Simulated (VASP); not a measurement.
# LiMg6Mo (R-3m) in VASP: notebook

LiMg6Mo is run at these levels: PBE; tasks: single point, relaxation of cell and atoms.

Program: VASP 6.6.1. These are calculated values, not measurements. Logs are shortened: lines on timing, memory, paths and dates and some standing lists are left out, and cuts for length are marked.

**1. The cell of the first run**

It takes space group R-3m (No. 166, trigonal). Conventional cell: a = 7.984 Å, b = 7.984 Å, c = 10.629 Å, α = 90.00°, β = 90.00°, γ = 120.00°. Li (site symmetry -3m) has 12 Mg at 2.94 to 3.55 Å within 3.9 Å. Within 3.7 Å of Mg (site symmetry m) lie 1 Mo at 2.78 Å and 2 Li at 2.94 to 3.55 Å and 5 Mg at 2.95 to 3.03 Å. Mo (site symmetry -3m) has 6 Mg at 2.78 Å within 3.7 Å.

**2. Single point, PBE**

INCAR

```
ALGO = Normal
EDIFF = 1E-7
ENCUT = 520
GGA = PE
ISIF = 2
ISMEAR = 0
LASPH = True
LCHARG = True
LELF = True
LREAL = False
LVHAR = True
LWAVE = False
NBANDS = 24
NELM = 80
PREC = Accurate
SIGMA = 0.1
```

KPOINTS

```
k-points
0
Gamma
  3 3 3
```

POSCAR

```
LiMg6Mo
1.0
    3.9921364132      2.3048610329      3.5430124007
   -3.9921364132      2.3048610329      3.5430124007
    0.0000000000     -4.6097220656      3.5430124008
Li Mg Mo
1 6 1
Direct
    0.5000000000      0.5000000000      0.5000000000
    0.3300070202      0.3300070202      0.9601101786
    0.9601101786      0.3300070202      0.3300070202
    0.3300070202      0.9601101786      0.3300070202
    0.0398898214      0.6699929798      0.6699929798
    0.6699929798      0.6699929798      0.0398898214
    0.6699929798      0.0398898214      0.6699929798
    0.0000000000      0.0000000000      0.0000000000
```

Potentials or basis: VASP PAW PBE potentials, release 64 (Li_sv, Mg, Mo_sv).

On the command line:

```bash
cat potpaw_PBE.64/Li_sv/POTCAR potpaw_PBE.64/Mg/POTCAR potpaw_PBE.64/Mo_sv/POTCAR > POTCAR
mpirun -np 1 vasp_std > vasp.out
```

OUTCAR:

```text
EDIFF = 1E-7
   ENCUT = 520
   GGA = PE
   ISIF = 2
   ISMEAR = 0
   LASPH = True
   LREAL = False
   NELM = 80
   PREC = Accurate

 ion  position               nearest neighbor table
   1  0.500  0.500  0.500-   3 2.94   4 2.94   5 2.94   7 2.94   6 2.94   2 2.94
   2  0.330  0.330  0.960-   8 2.78   1 2.94   6 2.95   3 2.95   4 2.95   7 3.03   5 3.03
   3  0.960  0.330  0.330-   8 2.78   1 2.94   5 2.95   4 2.95   2 2.95   6 3.03   7 3.03
   4  0.330  0.960  0.330-   8 2.78   1 2.94   7 2.95   3 2.95   2 2.95   6 3.03   5 3.03
   5  0.040  0.670  0.670-   8 2.78   1 2.94   3 2.95   7 2.95   6 2.95   2 3.03   4 3.03
   6  0.670  0.670  0.040-   8 2.78   1 2.94   2 2.95   7 2.95   5 2.95   4 3.03   3 3.03
   7  0.670  0.040  0.670-   8 2.78   1 2.94   4 2.95   5 2.95   6 2.95   2 3.03   3 3.03
   8  0.000  0.000  0.000-   3 2.78   4 2.78   5 2.78   7 2.78   6 2.78   2 2.78

  LATTYP: Found a trigonal (rhomboedric) cell.
 ALAT       =     5.8139895420
 COS(alpha) =     0.0570422179

  Lattice vectors:

 A1 = (   3.9921364132,   2.3048610329,   3.5430124007)
 A2 = (  -3.9921364132,   2.3048610329,   3.5430124007)
 A3 = (   0.0000000000,  -4.6097220656,   3.5430124008)

Analysis of symmetry for initial positions (statically):
=====================================================================
 Subroutine PRICEL returns:
 Original cell was already a primitive cell.

 Routine SETGRP: Setting up the symmetry group for a
 trigonal (rhombohedral) supercell.

 Subroutine GETGRP returns: Found 12 space group operations
 (whereof 12 operations were pure point group operations)
 out of a pool of 12 trial point group operations.

The static configuration has the point symmetry D_3d.

Analysis of symmetry for dynamics (positions and initial velocities):
=====================================================================
 Subroutine PRICEL returns:
 Original cell was already a primitive cell.

 Routine SETGRP: Setting up the symmetry group for a
 trigonal (rhombohedral) supercell.

 Subroutine GETGRP returns: Found 12 space group operations
 (whereof 12 operations were pure point group operations)
 out of a pool of 12 trial point group operations.

The dynamic configuration has the point symmetry D_3d.

 Subroutine INISYM returns: Found 12 space group operations
 (whereof 12 operations are pure point group operations),
 and found     1 'primitive' translations

----------------------------------------------------------------------------------------

                                     Primitive cell

  volume of cell :     195.6023

  direct lattice vectors                    reciprocal lattice vectors
     3.992136413  2.304861033  3.543012401     0.125246221  0.072310939  0.094081899
    -3.992136413  2.304861033  3.543012401    -0.125246221  0.072310939  0.094081899
     0.000000000 -4.609722066  3.543012401     0.000000000 -0.144621879  0.094081899

  length of vectors
     5.813989542  5.813989542  5.813989542     0.172530842  0.172530842  0.172530842

  position of ions in fractional coordinates (direct lattice)
     0.500000000  0.500000000  0.500000000
     0.330007020  0.330007020  0.960110179
     0.960110179  0.330007020  0.330007020
     0.330007020  0.960110179  0.330007020
     0.039889821  0.669992980  0.669992980
     0.669992980  0.669992980  0.039889821
     0.669992980  0.039889821  0.669992980
     0.000000000  0.000000000  0.000000000

  ion indices of the primitive-cell ions
   primitive index   ion index
                 1           1
                 2           2
                 3           3
                 4           4
                 5           5
                 6           6
                 7           7
                 8           8

----------------------------------------------------------------------------------------

 KPOINTS: k-points

Automatic generation of k-mesh.
 Grid dimensions read from file:
 generate k-points for:    3    3    3

 Generating k-lattice:

  Cartesian coordinates                     Fractional coordinates (reciprocal lattice)
     0.041748740  0.024103646  0.031360633     0.333333333  0.000000000  0.000000000
    -0.041748740  0.024103646  0.031360633     0.000000000  0.333333333  0.000000000
     0.000000000 -0.048207293  0.031360633    -0.000000000 -0.000000000  0.333333333

  Length of vectors
     0.057510281  0.057510281  0.057510281

  Shift w.r.t. Gamma in fractional coordinates (k-lattice)
     0.000000000  0.000000000  0.000000000

 Subroutine IBZKPT returns following result:
 ===========================================

 Found      6 irreducible k-points:

 Following reciprocal coordinates:
            Coordinates               Weight
  0.000000  0.000000  0.000000      1.000000
  0.333333  0.000000 -0.000000      6.000000
  0.333333  0.333333  0.000000      6.000000
 -0.333333  0.333333  0.000000      6.000000
  0.333333  0.333333  0.333333      2.000000
 -0.333333  0.333333  0.333333      6.000000
   k-points           NKPTS =      6   k-points in BZ     NKDIM =      6   number of bands    NBANDS=     24
   number of dos      NEDOS =    301   number of ions     NIONS =      8
   total plane-waves  NPLWV = 110592
   dimension x,y,z NGX =    48 NGY =   48 NGZ =   48
   dimension x,y,z NGXF=    96 NGYF=   96 NGZF=   96
   ions per type =               1   6   1
   NGX,Y,Z   is equivalent  to a cutoff of  13.73, 13.73, 13.73 a.u.
   NGXF,Y,Z  is equivalent  to a cutoff of  27.45, 27.45, 27.45 a.u.
 SYSTEM =  unknown system
   PREC   = accura    normal or accurate (medium, high low for compatibility)
   ISTART =      0    job   : 0-new  1-cont  2-samecut
   ICHARG =      2    charge: 1-file 2-atom 10-const
   ISPIN  =      1    spin polarized calculation?
   LNONCOLLINEAR =      F non collinear calculations
   LSORBIT =      F    spin-orbit coupling
   LASPH  =      T    aspherical Exc in radial PAW
   ENCUT  =  520.0 eV  38.22 Ry    6.18 a.u.  10.81 10.81 10.81*2*pi/ulx,y,z
   NELM   =     80;   NELMIN=  2; NELMDL= -5     # of ELM steps
   EDIFF  = 0.1E-06   stopping-criterion for ELM
   LREAL  =      F    real-space projection
   EDIFFG = 0.1E-05   stopping-criterion for IOM
   NSW    =      0    number of steps for IOM
   IBRION =     -1    ionic relax: 0-MD 1-quasi-New 2-CG
   NFREE  =      0    steps in history (QN), initial steepest desc. (CG)
   ISIF   =      2    stress and relaxation
   ISYM   =      2    0-nonsym 1-usesym 2-fastsym
   POTIM  = 0.5000    time-step for ionic-motion
   TEBEG  =    0.0;   TEEND  =   0.0 temperature during run
   PSTRESS=    0.0 pullay stress
   NELECT =      29.0000    total number of electrons
   NUPDOWN=      -1.0000    fix difference up-down
   EMIN   =  10.00;   EMAX   =-10.00  energy-range for DOS
   EFERMI =   0.00;   METHOD = LEGACY
   ISMEAR =     0;   SIGMA  =   0.10  broadening in eV -4-tet -1-fermi 0-gaus
   EFERMI_NEDOS =   21; number of points for ismear=-14 and -15
   IALGO  =     38    algorithm
   IMIX   =      4    mixing-type and parameters
     AMIX     =   0.40;   BMIX     =  1.00
     AMIX_MAG =   1.60;   BMIX_MAG =  1.00
  volume/ion in A,a.u.               =      24.45       165.00
  Fermi-wavevector in a.u.,A,eV,Ry     =   0.866462  1.637376 10.214659  0.750756
  Thomas-Fermi vector in A             =   1.984854
   LORBIT       =      0    0 simple, 1 ext, 2 COOP (PROOUT), +10 PAW based schemes
   GGA     = PE    functional components
   LHFCALC =     F    Hartree Fock is set to
   AEXX    =    0.0000 exact exchange contribution
   IVDW    =     0    specifies the selected vdW correction
   LEPSILON=     F    determine dielectric tensor
   LRPA    =     F    only Hartree local field effects (RPA)
 non-spin polarized calculation
 Gauss-broadening in eV      SIGMA  =   0.10
  energy-cutoff  :      520.00
  volume of cell :      195.60
 maximum number of plane-waves:      5281
 NGX is ok and might be reduce to    48
   NGX = 21   NGY = 21   NGZ = 21

 number of electron      28.9999989 magnetization

 Free energy of the ion-electron system (eV)
  ---------------------------------------------------
  ext. energy  EPLUGINS =         0.00000000
  ---------------------------------------------------
  free energy    TOTEN  =       -16.63698586 eV

  energy without entropy =      -16.60153147  energy(sigma->0) =      -16.61925867

 E-fermi :   2.2845     XC(G=0):  -8.3541

 val. band max:        2.2604571007   @ k =  -0.3333   0.3333   0.0000
 cond. band min:       2.3203637997   @ k =  -0.3333   0.3333   0.0000
 fundamental gap:      0.0599066991
 Fermi energy:         2.2844670495

 k-point     1 :       0.0000    0.0000    0.0000
  band No.  band energies     occupation
      1     -58.0604      2.00000
      2     -44.3922      2.00000
      3     -32.2478      2.00000
      4     -32.2478      2.00000
      5     -32.0045      2.00000
      6      -3.6443      2.00000
[... 16 lines left out ...]
     23       5.3468      0.00000
     24       5.3468      0.00000

 k-point     2 :       0.3333    0.0000   -0.0000
  band No.  band energies     occupation
      1     -58.0604      2.00000
      2     -44.3922      2.00000
      3     -32.2478      2.00000
      4     -32.2478      2.00000
      5     -32.0045      2.00000
      6      -3.1591      2.00000
[... 16 lines left out ...]
     23       5.8626      0.00000
     24       5.9434      0.00000

 k-point     3 :       0.3333    0.3333    0.0000
  band No.  band energies     occupation
      1     -58.0604      2.00000
      2     -44.3922      2.00000
      3     -32.2478      2.00000
      4     -32.2478      2.00000
      5     -32.0045      2.00000
      6      -2.7184      2.00000
[... 16 lines left out ...]
     23       5.3391      0.00000
     24       5.7453      0.00000

 k-point     4 :      -0.3333    0.3333    0.0000
  band No.  band energies     occupation
      1     -58.0604      2.00000
      2     -44.3922      2.00000
      3     -32.2478      2.00000
      4     -32.2478      2.00000
      5     -32.0045      2.00000
      6      -2.6403      2.00000
[... 16 lines left out ...]
     23       5.6535      0.00000
     24       5.7236      0.00000

 k-point     5 :       0.3333    0.3333    0.3333
  band No.  band energies     occupation
      1     -58.0604      2.00000
      2     -44.3922      2.00000
      3     -32.2478      2.00000
      4     -32.2478      2.00000
      5     -32.0045      2.00000
      6      -2.3193      2.00000
[... 16 lines left out ...]
     23       7.1092      0.00000
     24       7.1092      0.00000

 k-point     6 :      -0.3333    0.3333    0.3333
  band No.  band energies     occupation
      1     -58.0604      2.00000
      2     -44.3922      2.00000
      3     -32.2478      2.00000
      4     -32.2478      2.00000
      5     -32.0045      2.00000
      6      -2.1808      2.00000
[... 16 lines left out ...]
     23       6.0076      0.00000
     24       6.7473      0.00000

------------------------ aborting loop because EDIFF is reached ----------------------------------------

  FORCE on cell =-STRESS in cart. coord.  units (eV):
  Direction    XX          YY          ZZ          XY          YZ          ZX
  --------------------------------------------------------------------------------------
  -------------------------------------------------------------------------------------
  Total       -0.1397496     -0.1397496     -0.1515908      0.0000000     -0.0000000      0.0000000
  in kB       -1.1446883     -1.1446883     -1.2416792      0.0000000     -0.0000000      0.0000000
  external PRESSURE =      -1.1770186 kB  Pullay stress =       0.0000000 kB

 VOLUME and BASIS-vectors are now :
 -----------------------------------------------------------------------------
  energy-cutoff  :      520.00
  volume of cell :      195.60
      direct lattice vectors                 reciprocal lattice vectors
     3.992136413  2.304861033  3.543012401     0.125246221  0.072310939  0.094081899
    -3.992136413  2.304861033  3.543012401    -0.125246221  0.072310939  0.094081899
     0.000000000 -4.609722066  3.543012401     0.000000000 -0.144621879  0.094081899

 POSITION                                       TOTAL-FORCE (eV/Angst)
 -----------------------------------------------------------------------------------
      0.00000      0.00000      5.31452         0.000000      0.000000     -0.000000
      0.00000     -2.90460      5.74012         0.000000      0.004369      0.009778
      2.51546      1.45230      5.74012        -0.003784     -0.002185      0.009778
     -2.51546      1.45230      5.74012         0.003784     -0.002185      0.009778
     -2.51546     -1.45230      4.88892         0.003784      0.002185     -0.009778
      0.00000      2.90460      4.88892         0.000000     -0.004369     -0.009778
      2.51546     -1.45230      4.88892        -0.003784      0.002185     -0.009778
      0.00000      0.00000      0.00000         0.000000      0.000000      0.000000
 -----------------------------------------------------------------------------------
    total drift:                                0.000000     -0.000000      0.000000

  FREE ENERGIE OF THE ION-ELECTRON SYSTEM (eV)
  ---------------------------------------------------
  free  energy   TOTEN  =       -16.6369858610 eV

  energy  without entropy=      -16.6015314701  energy(sigma->0) =      -16.61925867
```

Run time: 83 s. Hardware: 1 thread of Oxide Virtual Turin-like, shared host; peak memory 0.3 GiB.

What came out:

```
Free energy            : -16.6370 eV
Largest force          : 0.011 eV/Å
Band gap on the k mesh : zero (an odd number of electrons rules out a gap without spin polarisation)
```

Forces in eV/Å, atoms in the order of the input:
```
Li   0.000  0.000  0.000
Mg   0.000  0.004  0.010
Mg  -0.004 -0.002  0.010
Mg   0.004 -0.002  0.010
Mg   0.004  0.002 -0.010
Mg   0.000 -0.004 -0.010
Mg  -0.004  0.002 -0.010
Mo   0.000  0.000  0.000
```

Caveat: the k points lie up to 0.36 Å⁻¹ apart, too coarse for converged energies and pressures of a metal; the cutoff is under 1.25 times the usual one of these potentials, so pressure, stress and relaxed cells hold a basis-set (Pulay) error.

**3. Relaxation of cell and atoms, PBE**

This run uses another cell than the first one, of 19.44 Å³/atom.

INCAR

```
ALGO = Normal ; EDIFF = 1E-6
EDIFFG = -0.04 ; ENCUT = 600
GGA = PE ; IBRION = 2
ISIF = 3 ; ISMEAR = 0
LASPH = True ; LCHARG = False
LREAL = False ; LWAVE = False
NELM = 80 ; NSW = 90
PREC = Accurate ; SIGMA = 0.1
```

KPOINTS is that of step 2.

POSCAR

```
LiMg6Mo
1.0
    4.0902296352      2.3614951810      2.6834285606
   -4.0902296352      2.3614951810      2.6834285606
    0.0000000000     -4.7229903618      2.6834285606
Li Mg Mo
1 6 1
Direct
    0.5000000000      0.5000000000      0.5000000000
    0.2650000000      0.2650000000      0.9260000000
    0.9260000000      0.2650000000      0.2650000000
    0.2650000000      0.9260000000      0.2650000000
    0.0740000000      0.7350000000      0.7350000000
    0.7350000000      0.7350000000      0.0740000000
    0.7350000000      0.0740000000      0.7350000000
    0.0000000000      0.0000000000      0.0000000000
```

Potentials or basis: VASP PAW PBE potentials, release 64 (Li_sv, Mg, Mo_sv).

On the command line:

```bash
cat potpaw_PBE.64/Li_sv/POTCAR potpaw_PBE.64/Mg/POTCAR potpaw_PBE.64/Mo_sv/POTCAR > POTCAR
mpirun -np 1 vasp_std > vasp.out
```

Wall time 19 min (1 thread of Oxide Virtual Turin-like, shared host); peak memory 0.31 GiB.

Results (log left out):

| Property | Result |
| --- | --- |
| Free energy | -16.5967 eV |
| Relaxed volume | 24.14 Å³/atom |
| Relaxed cell | a = 5.790 Å, b = 5.790 Å, c = 5.790 Å, α = 86.59°, β = 86.59°, γ = 86.59° |
| Space group after relaxing (to 0.1 Å) | R-3m (No. 166) |
| Energy gained by relaxing | 1487.7 meV/atom |
| Ionic steps | 22 |
| Pressure after relaxing | 0.0 GPa |
| Largest force after relaxing | 0.040 eV/Å |
| Band gap on the k mesh | zero (an odd number of electrons rules out a gap without spin polarisation) |

Forces on the atoms (eV/Å):
```
Li   0.000  0.000  0.000
Mg   0.000 -0.002 -0.040
Mg   0.002  0.001 -0.040
Mg  -0.002  0.001 -0.040
Mg  -0.002 -0.001  0.040
Mg   0.000  0.002  0.040
Mg   0.002 -0.001  0.040
Mo   0.000  0.000  0.000
```

Stress tensor (GPa, compression positive):
```
 0.05  0.00  0.00
 0.00  0.05  0.00
 0.00  0.00 -0.14
```

Step by step:
```tsv
step	energy change (eV)	largest force (eV/Å)	pressure (GPa)	volume (Å³)
1	0.0000	8.7129	37.11	155.52
2	-9.8060	0.6238	-4.65	280.48
3	-11.1051	0.3316	-0.58	225.89
4	-11.1071	0.2754	-0.83	227.71
5	-11.1468	0.2547	-0.60	223.75
6	-11.2122	0.1535	0.32	212.15
7	-11.2134	0.1258	0.55	209.93
8	-11.2468	0.1115	0.24	210.16
9	-11.2690	0.3455	-0.25	210.46
10	-11.2916	0.3831	-0.27	210.14
11	-11.3577	0.4965	-0.43	208.99
12	-11.4520	0.7209	-0.71	205.97
13	-11.5309	0.6996	-0.66	204.10
14	-11.7134	0.5983	-0.39	198.15
15	-11.5976	0.4409	0.64	184.77
16	-11.7475	0.5392	-0.23	194.93
17	-11.7616	0.4505	-0.07	192.35
18	-11.8315	0.2762	0.10	191.43
19	-11.8765	0.1708	0.52	189.87
20	-11.8959	0.0523	0.10	192.19
21	-11.8996	0.0368	-0.17	193.75
22	-11.9019	0.0399	-0.01	193.10
```

Final structure:
```
CELL_PARAMETERS angstrom
3.97056 2.29241 3.53588
-3.97056 2.29241 3.53588
0.00000 -4.58481 3.53588
ATOMIC_POSITIONS crystal
Li 0.50000 0.50000 0.50000
Mg 0.33151 0.33151 0.96178
Mg 0.96178 0.33151 0.33151
Mg 0.33151 0.96178 0.33151
Mg 0.03822 0.66849 0.66849
Mg 0.66849 0.66849 0.03822
Mg 0.66849 0.03822 0.66849
Mo 0.00000 0.00000 0.00000
```

Levels at points of the mesh, in eV from the Fermi level:
```
           k point  band 13  band 14  band 15  band 16  band 17  band 18
(0.00, 0.00, 0.00)    -0.59    -0.59    -0.04     0.53     0.53     2.09
```

Caveat: the k points lie up to 0.36 Å⁻¹ apart in the final cell, too coarse for converged energies and pressures of a metal; the cutoff is under 1.25 times the usual one of these potentials, so pressure, stress and relaxed cells hold a basis-set (Pulay) error; the volume moved by over 15 % at a fixed basis, so the end points are rough.

The gap in the log of VASP goes by the Fermi energy; the results here count the filled bands.